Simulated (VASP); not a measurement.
Runs of VASP 6.6.1 on Ni. The structure is that of space group P6/mmm (No. 191), or close to it. The cells are those of the table. 

```csv
cell,k mesh,gap on the mesh (eV),pressure (GPa)
"a = 3.767, b = 3.767, c = 2.265 Å, angles 90.0, 90.0, 120.0°, 3 atoms",10 × 10 × 15,none,38.2
"a = 3.823, b = 3.823, c = 2.299 Å, angles 90.0, 90.0, 120.0°, 3 atoms",10 × 10 × 15,none,22.3
"a = 3.931, b = 3.931, c = 2.364 Å, angles 90.0, 90.0, 120.0°, 3 atoms",9 × 9 × 13,none,0.0
"a = 4.082, b = 4.082, c = 2.455 Å, angles 90.0, 90.0, 120.0°, 3 atoms",10 × 10 × 15,none,-18.8
"a = 3.931, b = 3.931, c = 2.364 Å, angles 90.0, 90.0, 120.0°, 3 atoms",12 × 12 × 17,none,0.0
"a = 3.982, b = 3.982, c = 2.395 Å, angles 90.0, 90.0, 120.0°, 3 atoms",10 × 10 × 15,none,(b)
"a = 4.033, b = 4.033, c = 2.425 Å, angles 90.0, 90.0, 120.0°, 3 atoms",10 × 10 × 15,none,-14.0
"a = 3.878, b = 3.878, c = 2.332 Å, angles 90.0, 90.0, 120.0°, 3 atoms",10 × 10 × 15,none,(a)
"a = 3.931, b = 3.931, c = 2.364 Å, angles 90.0, 90.0, 120.0°, 3 atoms",10 × 10 × 15,none,0.0
```

Alike in all rows: task single point; level PBEsol; potentials or basis VASP PAW PBE potentials, release 64 (Ni); no spin polarisation; cutoff (eV) 520; smearing fermi-dirac 0.1 eV.

**Question.** Estimate the missing entries.

**Answer.** (a) 9.9; (b) -7.8.

Caveats: the PAW data sets were made with another functional, which shifts forces and pressure a little; the run has no spin polarisation, though such a crystal can be magnetic.

A gap of «none» marks levels without a gap at the run's occupations.
